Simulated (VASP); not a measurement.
Here is a VASP 6.6.1 calculation.

The input INCAR:

```
SYSTEM = AlN
PREC = Accurate
ENCUT = 520
EDIFF = 1E-8
ISMEAR = 0
SIGMA = 0.01
LREAL = .FALSE.
LASPH = .TRUE.
NELM = 60
ALGO = Normal
ISIF = 2
LWAVE = .FALSE.
LCHARG = .FALSE.
NBANDS = 16
IBRION = 8
NSW = 1
LEPSILON = .TRUE.
```

KPOINTS

```
Automatic mesh
0
G
  9 9 6
  0 0 0
```

The input POSCAR:

```
AlN
1.0
    3.1130000000      0.0000000000      0.0000000000
   -1.5565000000      2.6959370820      0.0000000000
    0.0000000000      0.0000000000      4.9810000000
Al N
2 2
Direct
    0.3333333333      0.6666666667     -0.0009330458
    0.6666666667      0.3333333333      0.4990669542
    0.3333333333      0.6666666667      0.3809330458
    0.6666666667      0.3333333333      0.8809330458
```

Potentials or basis: VASP PAW LDA potentials, release 64 (Al, N).

Run with:

```sh
$ cat potpaw_LDA.64/Al/POTCAR potpaw_LDA.64/N/POTCAR > POTCAR
$ mpirun -np 1 vasp_std > vasp.out
```

(1) What does it give for the electronic dielectric tensor (diagonal)?

(2) Predict the Born charges (mean of the diagonal).

(3) Predict the highest phonon frequency at Γ, LO-TO splitting left out.

Answers

(1) 4.44, 4.44, 4.66.

(2) Al +2.57; N -2.57 e.

(3) 716 cm⁻¹.

Caveat: the cell stands under pressure or tension, which shifts response properties.
